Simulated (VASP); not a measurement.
Set up this calculation in VASP 6.6.1, as the native input.

* Task: single point
* Functional: RPBE
* Potentials or basis: VASP PAW PBE potentials, release 64 (Cs_sv, Pd, As)
* Cutoff: 520 eV
* k mesh: 4 × 4 × 2
* Occupations: methfessel-paxton, width 0.017 eV
* Spin: non-collinear spin, zero start, spin-orbit coupling
* Starting moments: [[0.0, 0.0, 0.0], [0.0, 0.0, 0.0], [0.0, 0.0, 0.0], [0.0, 0.0, 0.0], [0.0, 0.0, 0.0], [0.0, 0.0, 0.0], [0.0, 0.0, 0.0], [0.0, 0.0, 0.0]] μB
* Dipole correction: no
* Further INCAR settings: ALGO = Normal; EDIFF = 1e-06; NBANDS = 82

The structure of CsAs3Pd4 lies in POSCAR:

```
CsAs3Pd4
1.0
    4.1382470000      0.0000000000      0.0000000000
    0.0000000000      4.1382470000      0.0000000000
    0.0000000000      0.0000000000      9.9220440000
Cs Pd As
1 4 3
Direct
    0.0000000000      0.0000000000      0.5000000000
    0.0000000000      0.5000000000      0.1632300000
    0.5000000000      0.0000000000      0.1632300000
    0.0000000000      0.5000000000      0.8367700000
    0.5000000000      0.0000000000      0.8367700000
    0.5000000000      0.5000000000      0.3015000000
    0.5000000000      0.5000000000      0.6985000000
    0.0000000000      0.0000000000      0.0000000000
```

One way to write it, as run:

INCAR

```
SYSTEM = CsAs3Pd4
PREC = Accurate ; ENCUT = 520
EDIFF = 1E-6 ; ISMEAR = 1
SIGMA = 0.017 ; LREAL = .FALSE.
LASPH = .TRUE. ; NELM = 150
ALGO = Normal ; ISIF = 2
LWAVE = .FALSE. ; LCHARG = .FALSE.
LNONCOLLINEAR = .TRUE. ; MAGMOM = 0 0 0 0 0 0 0 0 0 0 0 0 0 0 0 0 0 0 0 0 0 0 0 0
LORBIT = 11 ; LSORBIT = .TRUE.
GGA_COMPAT = .FALSE. ; LORBMOM = .TRUE.
LMAXMIX = 4 ; GGA = RP
NBANDS = 82
```

KPOINTS

```
regular mesh
0
G
  4 4 2
  0 0 0
```

Potentials or basis: VASP PAW PBE potentials, release 64 (Cs_sv, Pd, As).

Launch:

```bash
$ cat potpaw_PBE.64/Cs_sv/POTCAR potpaw_PBE.64/Pd/POTCAR potpaw_PBE.64/As/POTCAR > POTCAR
$ mpirun -np 1 vasp_ncl > vasp.out
```

It gave:

```yaml
Pressure: 4.6 GPa
Largest_force: 0.498 eV/Å
Net_moment: 0.00 μB per cell
Valence_electrons_inside_the_program's_atomic_spheres: Cs 6.62; Pd 9.48; As 2.75, 2.67 (each value once)
```

Caveat: the k points lie up to 0.38 Å⁻¹ apart; the PAW data sets were made with another functional, which shifts forces and pressure a little.

Wall time 4.9 min on 1 thread of Intel(R) Xeon(R) Platinum 8488C (Sapphire Rapids), on a shared host, peak memory 0.74 GiB.
